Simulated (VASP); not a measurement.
**Rb: single point with PBE**

Rb:

```
Rb
1.0
     3.89406    0.00000    0.00000
     0.00000    3.89406    0.00000
     0.00000    0.00000    6.37808
Rb
1
Direct
  0.00000 0.00000 0.00000
```

```json
{
  "Program": "VASP 6.6.1",
  "Task": "single point",
  "Functional": "PBE",
  "Potentials or basis": "VASP PAW PBE potentials, release 64 (Rb_sv)",
  "Cutoff": "400 eV",
  "k mesh": "6 × 6 × 4",
  "Occupations": "gaussian, width 0.1 eV",
  "Spin": "no spin polarisation"
}
```

The pressure is 1.1 GPa.

Stress tensor (GPa, compression positive):
```
 2.07  0.00  0.00
 0.00  2.07  0.00
 0.00  0.00 -0.85
```

Levels at points of the mesh, in eV from the Fermi level:
| k point | band 2 | band 3 | band 4 | band 5 | band 6 | band 7 |
| --- | --- | --- | --- | --- | --- | --- |
| (0.00, 0.00, 0.00) | -13.38 | -13.16 | -13.16 | -1.93 | 1.17 | 2.29 |
| (0.50, 0.00, 0.00) | -13.69 | -13.31 | -13.12 | 0.62 | 1.01 | 1.86 |
| (0.50, 0.50, 0.00) | -13.60 | -13.60 | -13.25 | 0.52 | 3.10 | 3.10 |
| (0.00, 0.00, 0.50) | -13.38 | -13.16 | -13.16 | -1.41 | -0.16 | 2.40 |
| (0.50, 0.00, 0.50) | -13.68 | -13.32 | -13.12 | 0.92 | 1.17 | 1.69 |
| (0.50, 0.50, 0.50) | -13.60 | -13.60 | -13.26 | 0.63 | 2.52 | 2.52 |

Wall time 33 s on 1 thread of AMD EPYC 7R13, with other jobs on the host, peak memory 0.14 GiB.
